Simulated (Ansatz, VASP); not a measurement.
## Two plane-wave programs on Ag

```
Ag
1.0
     0.00000    1.96648    2.04310
     1.96648    0.00000    2.04310
     1.96648    1.96648    0.00000
Ag
1
Direct
  0.00000 0.00000 0.00000
```

Change from the starting cell: strain -0.0375 x Voigt [1, 1, 0, 0, 0, 0], atoms carried along.

Alike in both runs: task single point; functional PBEsol; k mesh 20 × 20 × 20; occupations gaussian, width 0.15 eV; no spin polarisation.

```csv
,VASP,Ansatz
version,VASP 6.6.1,Ansatz 0.2.0
potentials or method,"VASP PAW PBE potentials, release 64 (Ag), cutoff 520 eV","scalar-relativistic, plane waves, PAW"
valence electrons in the cell,11,19
```

|  | VASP | Ansatz | Ansatz less VASP |
| --- | --- | --- | --- |
| gap on the k mesh at the Fermi level (eV) | none | none | - |
| pressure (GPa) | 7.1 | 7.4 | +0.31 |
| traceless stress, the component that is largest in VASP (GPa) | -1.45 | -1.45 | -0.008 |

VASP's potentials were made for PBE, not for PBEsol. A gap of «none» marks a metal or a gap that the smearing closes. With one functional, cell and mesh, what is left measures potentials, basis and numerics. VASP's potentials hold 11 valence electrons a cell and Ansatz's 19, so a difference there can come from the potentials and not from the codes.
